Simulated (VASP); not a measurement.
# Ge: single point with revPBE

Ge:

```
CELL_PARAMETERS angstrom
0.00000 2.90554 2.90554
2.90554 0.00000 2.90554
2.90554 2.90554 0.00000
ATOMIC_POSITIONS crystal
Ge 0.50000 0.50000 0.50000
Ge 0.75000 0.75000 0.75000
```

```
Program             : VASP 6.6.1
Task                : single point
Functional          : revPBE
Potentials or basis : VASP PAW PBE potentials, release 64 (Ge_d)
Cutoff              : 520 eV
k mesh              : 5 × 5 × 5
Occupations         : fermi-dirac, width 0.05 eV
Spin                : no spin polarisation
```

```
Pressure               : -0.1 GPa
Band gap on the k mesh : zero (filled and empty bands touch)
```

Levels at points of the mesh, in eV from the Fermi level:
| k point | band 12 | band 13 | band 14 | band 15 | band 16 | band 17 |
| --- | --- | --- | --- | --- | --- | --- |
| (0.00, 0.00, 0.00) | -0.57 | 0.02 | 0.02 | 0.02 | 2.54 | 2.54 |

Run time: 7.2 s on 1 thread of Intel(R) Xeon(R) Platinum 8559C (Emerald Rapids), with other jobs on the host, peak memory 0.17 GiB.

Caveat: the k points lie up to 0.37 Å⁻¹ apart; the PAW data sets were made with another functional, which shifts forces and pressure a little.
